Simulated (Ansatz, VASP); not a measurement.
BiH3Pb: VASP beside Ansatz

```xyz
5
Lattice="3.6839 0.0000 0.0000 -1.8420 3.1904 0.0000 0.0000 0.0000 6.0029" Properties=species:S:1:pos:R:3 pbc="T T T"
Bi    0.0000    0.0000    3.4770
H     1.0549    1.5178    3.6461
H     1.8420    0.1547    3.6461
H     2.6290    1.5178    3.6461
Pb    0.0000    0.0000    1.0401
```

Alike in both runs: task single point; functional PBE; k mesh 6 × 6 × 4; occupations gaussian, width 0.1 eV; no spin polarisation.

|  | VASP | Ansatz |
| --- | --- | --- |
| version | VASP 6.6.1 | Ansatz 0.2.0 |
| potentials or method | VASP PAW PBE potentials, release 64 (Bi_d, H, Pb_d), cutoff 520 eV | scalar-relativistic, plane waves, PAW |
| valence electrons in the cell | 32 | 32 |

```tsv
	VASP	Ansatz	Ansatz less VASP
gap on the k mesh at the Fermi level (eV)	none	none	-
rms of the force components (eV/Å)	2.760	2.744	-0.0162
```

Atom by atom the forces differ by 0.017 eV/Å (rms over components). A gap of «none» marks a metal or a gap that the smearing closes.

Spin-orbit coupling is off throughout.
